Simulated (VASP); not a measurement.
# SiNi3 (Pm-3m) in VASP: further runs

SiNi3 is run at these levels: PBE; tasks: single point.

Program: VASP 6.6.1. These are calculated values, not measurements. Logs are shortened: lines on timing, memory, paths and dates and some standing lists are left out, and cuts for length are marked.

### Step 1. The cell of the first run

It takes space group Pm-3m (No. 221, cubic). The conventional cell has a = 3.542 Å, b = 3.542 Å, c = 3.542 Å, α = 90.00°, β = 90.00°, γ = 90.00°. Within 3.3 Å of Si (site symmetry m-3m) lie 12 Ni at 2.50 Å. Within 3.3 Å of Ni (site symmetry 4/mmm) lie 4 Si at 2.50 Å and 8 Ni at 2.50 Å.

### Step 2. Single point, PBE, collinear spin, ferromagnetic start

File INCAR:

```
SYSTEM = SiNi3
PREC = Accurate
ENCUT = 520
EDIFF = 1E-6
ISMEAR = -1
SIGMA = 0.05
LREAL = .FALSE.
LASPH = .TRUE.
NELM = 150
ALGO = Normal
ISIF = 2
LWAVE = .FALSE.
LCHARG = .TRUE.
ISPIN = 2
MAGMOM = 0 0.15 0.15 0.15
LORBIT = 11
NUPDOWN = 0.45
LMAXMIX = 4
GGA = PE
LELF = .TRUE.
LVHAR = .TRUE.
NBANDS = 29
```

File KPOINTS:

```
regular mesh
0
G
  7 7 7
  0 0 0
```

File POSCAR:

```
SiNi3
1.0
    3.5420000000      0.0000000000      0.0000000000
    0.0000000000      3.5420000000      0.0000000000
    0.0000000000      0.0000000000      3.5420000000
Si Ni
1 3
Direct
    0.0000000000      0.0000000000      0.0000000000
    0.0000000000      0.5000000000      0.5000000000
    0.5000000000      0.0000000000      0.5000000000
    0.5000000000      0.5000000000      0.0000000000
```

Potentials or basis: VASP PAW PBE potentials, release 64 (Si, Ni).

Launch:

```sh
> cat potpaw_PBE.64/Si/POTCAR potpaw_PBE.64/Ni/POTCAR > POTCAR
> mpirun -np 1 vasp_std > vasp.out
```

OUTCAR:

```text
SYSTEM = SiNi3
   PREC = Accurate
   ENCUT = 520
   EDIFF = 1E-6
   ISMEAR = -1
   LREAL = .FALSE.
   LASPH = .TRUE.
   NELM = 150
   ISIF = 2
   ISPIN = 2
   LORBIT = 11
   NUPDOWN = 0.45
   GGA = PE

 ion  position               nearest neighbor table
   1  0.000  0.000  0.000-   2 2.50   3 2.50   4 2.50   2 2.50   3 2.50   2 2.50   4 2.50   2 2.50
                             3 2.50   4 2.50   3 2.50   4 2.50
   2  0.000  0.500  0.500-   1 2.50   3 2.50   4 2.50   1 2.50   4 2.50   1 2.50   3 2.50   1 2.50
                             3 2.50   4 2.50   4 2.50   3 2.50
   3  0.500  0.000  0.500-   1 2.50   2 2.50   4 2.50   1 2.50   4 2.50   2 2.50   4 2.50   4 2.50
                             1 2.50   2 2.50   1 2.50   2 2.50
   4  0.500  0.500  0.000-   1 2.50   2 2.50   3 2.50   2 2.50   3 2.50   1 2.50   3 2.50   3 2.50
                             1 2.50   2 2.50   2 2.50   1 2.50

  LATTYP: Found a simple cubic cell.
 ALAT       =     3.5420000000

  Lattice vectors:

 A1 = (   3.5420000000,   0.0000000000,   0.0000000000)
 A2 = (   0.0000000000,   3.5420000000,   0.0000000000)
 A3 = (   0.0000000000,   0.0000000000,   3.5420000000)

Analysis of symmetry for initial positions (statically):
=====================================================================
 Subroutine PRICEL returns:
 Original cell was already a primitive cell.

 Routine SETGRP: Setting up the symmetry group for a
 simple cubic supercell.

 Subroutine GETGRP returns: Found 48 space group operations
 (whereof 48 operations were pure point group operations)
 out of a pool of 48 trial point group operations.

The static configuration has the point symmetry O_h .

Analysis of symmetry for dynamics (positions and initial velocities):
=====================================================================
 Subroutine PRICEL returns:
 Original cell was already a primitive cell.

 Routine SETGRP: Setting up the symmetry group for a
 simple cubic supercell.

 Subroutine GETGRP returns: Found 48 space group operations
 (whereof 48 operations were pure point group operations)
 out of a pool of 48 trial point group operations.

The dynamic configuration has the point symmetry O_h .

Analysis of structural, dynamic, and magnetic symmetry:
=====================================================================
 Subroutine PRICEL returns:
 Original cell was already a primitive cell.

 Routine SETGRP: Setting up the symmetry group for a
 simple cubic supercell.

 Subroutine GETGRP returns: Found 48 space group operations
 (whereof 48 operations were pure point group operations)
 out of a pool of 48 trial point group operations.

The overall configuration has the point symmetry O_h .

 Subroutine INISYM returns: Found 48 space group operations
 (whereof 48 operations are pure point group operations),
 and found     1 'primitive' translations

----------------------------------------------------------------------------------------

                                     Primitive cell

  volume of cell :      44.4371

  direct lattice vectors                    reciprocal lattice vectors
     3.542000000  0.000000000  0.000000000     0.282326369  0.000000000  0.000000000
     0.000000000  3.542000000  0.000000000     0.000000000  0.282326369  0.000000000
     0.000000000  0.000000000  3.542000000     0.000000000  0.000000000  0.282326369

  length of vectors
     3.542000000  3.542000000  3.542000000     0.282326369  0.282326369  0.282326369

  position of ions in fractional coordinates (direct lattice)
     0.000000000  0.000000000  0.000000000
     0.000000000  0.500000000  0.500000000
     0.500000000  0.000000000  0.500000000
     0.500000000  0.500000000  0.000000000

  ion indices of the primitive-cell ions
   primitive index   ion index
                 1           1
                 2           2
                 3           3
                 4           4

----------------------------------------------------------------------------------------

 KPOINTS: regular mesh

Automatic generation of k-mesh.
 Grid dimensions read from file:
 generate k-points for:    7    7    7

 Generating k-lattice:

  Cartesian coordinates                     Fractional coordinates (reciprocal lattice)
     0.040332338  0.000000000  0.000000000     0.142857143  0.000000000  0.000000000
     0.000000000  0.040332338  0.000000000     0.000000000  0.142857143  0.000000000
     0.000000000  0.000000000  0.040332338     0.000000000  0.000000000  0.142857143

  Length of vectors
     0.040332338  0.040332338  0.040332338

  Shift w.r.t. Gamma in fractional coordinates (k-lattice)
     0.000000000  0.000000000  0.000000000

 Subroutine IBZKPT returns following result:
 ===========================================

 Found     20 irreducible k-points:

 Following reciprocal coordinates:
            Coordinates               Weight
  0.000000  0.000000  0.000000      1.000000
  0.142857  0.000000  0.000000      6.000000
  0.285714  0.000000  0.000000      6.000000
  0.428571  0.000000  0.000000      6.000000
  0.142857  0.142857  0.000000     12.000000
  0.285714  0.142857  0.000000     24.000000
[... 12 lines left out ...]
  0.428571  0.428571  0.285714     24.000000
  0.428571  0.428571  0.428571      8.000000
   k-points           NKPTS =     20   k-points in BZ     NKDIM =     20   number of bands    NBANDS=     29
   number of dos      NEDOS =    301   number of ions     NIONS =      4
   total plane-waves  NPLWV =  21952
   dimension x,y,z NGX =    28 NGY =   28 NGZ =   28
   dimension x,y,z NGXF=    56 NGYF=   56 NGZF=   56
   ions per type =               1   3
   NGX,Y,Z   is equivalent  to a cutoff of  13.14, 13.14, 13.14 a.u.
   NGXF,Y,Z  is equivalent  to a cutoff of  26.28, 26.28, 26.28 a.u.
 SYSTEM =  SiNi3
   PREC   = accura    normal or accurate (medium, high low for compatibility)
   ISTART =      0    job   : 0-new  1-cont  2-samecut
   ICHARG =      2    charge: 1-file 2-atom 10-const
   ISPIN  =      2    spin polarized calculation?
   LNONCOLLINEAR =      F non collinear calculations
   LSORBIT =      F    spin-orbit coupling
   LASPH  =      T    aspherical Exc in radial PAW
   ENCUT  =  520.0 eV  38.22 Ry    6.18 a.u.   6.59  6.59  6.59*2*pi/ulx,y,z
   NELM   =    150;   NELMIN=  2; NELMDL= -5     # of ELM steps
   EDIFF  = 0.1E-05   stopping-criterion for ELM
   LREAL  =      F    real-space projection
   EDIFFG = 0.1E-04   stopping-criterion for IOM
   NSW    =      0    number of steps for IOM
   IBRION =     -1    ionic relax: 0-MD 1-quasi-New 2-CG
   NFREE  =      0    steps in history (QN), initial steepest desc. (CG)
   ISIF   =      2    stress and relaxation
   ISYM   =      2    0-nonsym 1-usesym 2-fastsym
   POTIM  = 0.5000    time-step for ionic-motion
   TEBEG  =    0.0;   TEEND  =   0.0 temperature during run
   PSTRESS=    0.0 pullay stress
   NELECT =      34.0000    total number of electrons
   NUPDOWN=       0.4500    fix difference up-down
   EMIN   =  10.00;   EMAX   =-10.00  energy-range for DOS
   EFERMI =   0.00;   METHOD = LEGACY
   ISMEAR =    -1;   SIGMA  =   0.05  broadening in eV -4-tet -1-fermi 0-gaus
   EFERMI_NEDOS =   21; number of points for ismear=-14 and -15
   IALGO  =     38    algorithm
   IMIX   =      4    mixing-type and parameters
     AMIX     =   0.40;   BMIX     =  1.00
     AMIX_MAG =   1.60;   BMIX_MAG =  1.00
  volume/ion in A,a.u.               =      11.11        74.97
  Fermi-wavevector in a.u.,A,eV,Ry     =   1.497336  2.829555 30.504465  2.242015
  Thomas-Fermi vector in A             =   2.609237
   LORBIT       =     11    0 simple, 1 ext, 2 COOP (PROOUT), +10 PAW based schemes
   GGA     = PE    functional components
   LHFCALC =     F    Hartree Fock is set to
   AEXX    =    0.0000 exact exchange contribution
   IVDW    =     0    specifies the selected vdW correction
   LEPSILON=     F    determine dielectric tensor
   LRPA    =     F    only Hartree local field effects (RPA)
 spin polarized calculation
  energy-cutoff  :      520.00
  volume of cell :       44.44
 maximum number of plane-waves:      1217
 NGX is ok and might be reduce to    28
   NGX = 13   NGY = 13   NGZ = 13

 number of electron      33.9999988 magnetization       0.4500000

 Free energy of the ion-electron system (eV)
  ---------------------------------------------------
  ext. energy  EPLUGINS =         0.00000000
  ---------------------------------------------------
  free energy    TOTEN  =       -23.62757444 eV

  energy without entropy =      -23.60387103  energy(sigma->0) =      -23.61572273

 E-fermi :  10.1555     XC(G=0): -12.9320

 val. band max:       10.4024468881   @ k =   0.4286   0.4286   0.2857
 cond. band min:      10.1597984912   @ k =   0.2857   0.1429   0.0000
 fundamental gap:     -0.2426483969
 Fermi energy:        10.5097523990

 spin component 1

 k-point     1 :       0.0000    0.0000    0.0000
  band No.  band energies     occupation
      1      -1.4722      1.00000
      2       5.4821      1.00000
      3       6.2778      1.00000
      4       6.2778      1.00000
      5       6.7271      1.00000
      6       6.7271      1.00000
[... 607 lines left out ...]
      6       6.7538      1.00000
[... 21 lines left out ...]
     28      28.1373      0.00000
     29      29.2410      0.00000
 Fermi energy:        10.1554760618

 spin component 2

 k-point     1 :       0.0000    0.0000    0.0000
  band No.  band energies     occupation
      1      -1.4800      1.00000
      2       5.5268      1.00000
      3       6.3772      1.00000
      4       6.3772      1.00000
      5       6.8953      1.00000
      6       6.8953      1.00000
[... 629 lines left out ...]
     28      28.1404      0.00000
     29      29.2335      0.00000

------------------------ aborting loop because EDIFF is reached ----------------------------------------

  FORCE on cell =-STRESS in cart. coord.  units (eV):
  Direction    XX          YY          ZZ          XY          YZ          ZX
  --------------------------------------------------------------------------------------
  -------------------------------------------------------------------------------------
  Total       -1.5772953     -1.5772953     -1.5772953      0.0000000     -0.0000000      0.0000000
  in kB      -56.8693066    -56.8693066    -56.8693066      0.0000000     -0.0000000      0.0000000
  external PRESSURE =     -56.8693066 kB  Pullay stress =       0.0000000 kB

 VOLUME and BASIS-vectors are now :
 -----------------------------------------------------------------------------
  energy-cutoff  :      520.00
  volume of cell :       44.44
      direct lattice vectors                 reciprocal lattice vectors
     3.542000000  0.000000000  0.000000000     0.282326369  0.000000000  0.000000000
     0.000000000  3.542000000  0.000000000     0.000000000  0.282326369  0.000000000
     0.000000000  0.000000000  3.542000000     0.000000000  0.000000000  0.282326369

 POSITION                                       TOTAL-FORCE (eV/Angst)
 -----------------------------------------------------------------------------------
      0.00000      0.00000      0.00000         0.000000      0.000000      0.000000
      0.00000      1.77100      1.77100         0.000000      0.000000      0.000000
      1.77100      0.00000      1.77100         0.000000      0.000000      0.000000
      1.77100      1.77100      0.00000         0.000000      0.000000      0.000000
 -----------------------------------------------------------------------------------
    total drift:                                0.000000      0.000000      0.000000

  FREE ENERGIE OF THE ION-ELECTRON SYSTEM (eV)
  ---------------------------------------------------
  free  energy   TOTEN  =       -23.6275744360 eV

  energy  without entropy=      -23.6038710335  energy(sigma->0) =      -23.61572273

 total charge

# of ion       s       p       d       tot
------------------------------------------
    1        0.729   0.807   0.000   1.536
    2        0.471   0.541   8.390   9.402
    3        0.471   0.541   8.390   9.402
    4        0.471   0.541   8.390   9.402
--------------------------------------------------
tot          2.143   2.431  25.169  29.742

 magnetization (x)

# of ion       s       p       d       tot
------------------------------------------
    1       -0.001   0.000   0.000  -0.001
    2       -0.002  -0.004   0.161   0.155
    3       -0.002  -0.004   0.161   0.155
    4       -0.002  -0.004   0.161   0.155
--------------------------------------------------
tot         -0.007  -0.011   0.483   0.465
```

Run time: 72 s. Hardware: 1 thread of Intel Xeon Platinum 8488C (Sapphire Rapids), shared host; peak memory 0.19 GiB.

Results:

| Property | Result |
| --- | --- |
| Free energy | -23.6276 eV |
| Pressure | -5.7 GPa |
| Net moment | 0.45 μB per cell |
| Site moments | Si -0.00; Ni +0.15 μB |
| Valence electrons inside the program's atomic spheres | Si 1.54; Ni 9.40 |

Caveat: the total moment is fixed, so each spin has its own Fermi level.

### Step 3. Single point, PBE, collinear spin, ferromagnetic start

File INCAR:

```
PREC = Accurate ; ENCUT = 520
EDIFF = 1E-6 ; ISMEAR = -1
SIGMA = 0.05 ; LREAL = False
LASPH = True ; NELM = 150
ALGO = Normal ; ISIF = 2
LWAVE = False ; LCHARG = False
ISPIN = 2 ; MAGMOM = 0 0.3 0.3 0.3
LORBIT = 11 ; NUPDOWN = 0.9
LMAXMIX = 4 ; GGA = PE
NBANDS = 29
```

File KPOINTS:

```
Automatic mesh
0
Gamma
  7 7 7
```

POSCAR is that of step 2.

Potentials or basis: VASP PAW PBE potentials, release 64 (Si, Ni).

Launch:

```sh
> cat potpaw_PBE.64/Si/POTCAR potpaw_PBE.64/Ni/POTCAR > POTCAR
> mpirun -np 1 vasp_std > vasp.out
```

OUTCAR:

```text
PREC = Accurate
   ENCUT = 520
   EDIFF = 1E-6
   ISMEAR = -1
   LREAL = False
   LASPH = True
   NELM = 150
   ISIF = 2
   ISPIN = 2
   LORBIT = 11
   NUPDOWN = 0.9
   GGA = PE

 ion  position               nearest neighbor table
   1  0.000  0.000  0.000-   2 2.50   3 2.50   4 2.50   2 2.50   3 2.50   2 2.50   4 2.50   2 2.50
                             3 2.50   4 2.50   3 2.50   4 2.50
   2  0.000  0.500  0.500-   1 2.50   3 2.50   4 2.50   1 2.50   4 2.50   1 2.50   3 2.50   1 2.50
                             3 2.50   4 2.50   4 2.50   3 2.50
   3  0.500  0.000  0.500-   1 2.50   2 2.50   4 2.50   1 2.50   4 2.50   2 2.50   4 2.50   4 2.50
                             1 2.50   2 2.50   1 2.50   2 2.50
   4  0.500  0.500  0.000-   1 2.50   2 2.50   3 2.50   2 2.50   3 2.50   1 2.50   3 2.50   3 2.50
                             1 2.50   2 2.50   2 2.50   1 2.50

  LATTYP: Found a simple cubic cell.
 ALAT       =     3.5420000000

  Lattice vectors:

 A1 = (   3.5420000000,   0.0000000000,   0.0000000000)
 A2 = (   0.0000000000,   3.5420000000,   0.0000000000)
 A3 = (   0.0000000000,   0.0000000000,   3.5420000000)

Analysis of symmetry for initial positions (statically):
=====================================================================
 Subroutine PRICEL returns:
 Original cell was already a primitive cell.

 Routine SETGRP: Setting up the symmetry group for a
 simple cubic supercell.

 Subroutine GETGRP returns: Found 48 space group operations
 (whereof 48 operations were pure point group operations)
 out of a pool of 48 trial point group operations.

The static configuration has the point symmetry O_h .

Analysis of symmetry for dynamics (positions and initial velocities):
=====================================================================
 Subroutine PRICEL returns:
 Original cell was already a primitive cell.

 Routine SETGRP: Setting up the symmetry group for a
 simple cubic supercell.
[... 162 lines left out ...]
  free energy    TOTEN  =       -23.53319125 eV

  energy without entropy =      -23.50291614  energy(sigma->0) =      -23.51805370

 E-fermi :  10.1272     XC(G=0): -12.9338

 val. band max:       10.5839377537   @ k =   0.2857   0.2857   0.1429
 cond. band min:      10.1541430411   @ k =   0.4286   0.1429   0.1429
 fundamental gap:     -0.4297947126
 Fermi energy:        10.5885377968

 spin component 1

 k-point     1 :       0.0000    0.0000    0.0000
  band No.  band energies     occupation
      1      -1.4642      1.00000
      2       5.4244      1.00000
      3       6.2106      1.00000
      4       6.2106      1.00000
      5       6.6168      1.00000
      6       6.6168      1.00000
[... 629 lines left out ...]
     28      28.1429      0.00000
     29      29.2414      0.00000
 Fermi energy:        10.1272468803

 spin component 2

 k-point     1 :       0.0000    0.0000    0.0000
  band No.  band energies     occupation
      1      -1.4626      1.00000
      2       5.5199      1.00000
      3       6.4127      1.00000
      4       6.4127      1.00000
      5       6.9386      1.00000
      6       6.9386      1.00000
[... 629 lines left out ...]
     28      28.1663      0.00000
     29      29.2406      0.00000

------------------------ aborting loop because EDIFF is reached ----------------------------------------

  FORCE on cell =-STRESS in cart. coord.  units (eV):
  Direction    XX          YY          ZZ          XY          YZ          ZX
  --------------------------------------------------------------------------------------
  -------------------------------------------------------------------------------------
  Total       -1.3713495     -1.3713495     -1.3713495     -0.0000000      0.0000000      0.0000000
  in kB      -49.4439400    -49.4439400    -49.4439400     -0.0000000      0.0000000      0.0000000
  external PRESSURE =     -49.4439400 kB  Pullay stress =       0.0000000 kB

 VOLUME and BASIS-vectors are now :
 -----------------------------------------------------------------------------
  energy-cutoff  :      520.00
  volume of cell :       44.44
      direct lattice vectors                 reciprocal lattice vectors
     3.542000000  0.000000000  0.000000000     0.282326369  0.000000000  0.000000000
     0.000000000  3.542000000  0.000000000     0.000000000  0.282326369  0.000000000
     0.000000000  0.000000000  3.542000000     0.000000000  0.000000000  0.282326369

 POSITION                                       TOTAL-FORCE (eV/Angst)
 -----------------------------------------------------------------------------------
      0.00000      0.00000      0.00000         0.000000      0.000000      0.000000
      0.00000      1.77100      1.77100         0.000000      0.000000      0.000000
      1.77100      0.00000      1.77100         0.000000      0.000000      0.000000
      1.77100      1.77100      0.00000         0.000000      0.000000      0.000000
 -----------------------------------------------------------------------------------
    total drift:                                0.000000      0.000000      0.000000

  FREE ENERGIE OF THE ION-ELECTRON SYSTEM (eV)
  ---------------------------------------------------
  free  energy   TOTEN  =       -23.5331912497 eV

  energy  without entropy=      -23.5029161445  energy(sigma->0) =      -23.51805370

 total charge

# of ion       s       p       d       tot
------------------------------------------
    1        0.726   0.815   0.000   1.541
    2        0.472   0.545   8.381   9.398
    3        0.472   0.545   8.381   9.398
    4        0.472   0.545   8.381   9.398
--------------------------------------------------
tot          2.143   2.449  25.142  29.735

 magnetization (x)

# of ion       s       p       d       tot
------------------------------------------
    1       -0.001   0.010   0.000   0.009
    2       -0.003  -0.005   0.310   0.302
    3       -0.003  -0.005   0.310   0.302
    4       -0.003  -0.005   0.310   0.302
--------------------------------------------------
tot         -0.009  -0.005   0.930   0.916
```

Run time: 67 s. Hardware: 1 thread of Intel Xeon Platinum 8488C (Sapphire Rapids), shared host; peak memory 0.19 GiB.

Results:

* Free energy: -23.5332 eV
* Pressure: -4.9 GPa
* Net moment: 0.90 μB per cell
* Site moments: Si +0.01; Ni +0.30 μB
* Valence electrons inside the program's atomic spheres: Si 1.54; Ni 9.40

Caveat: the total moment is fixed, so each spin has its own Fermi level.
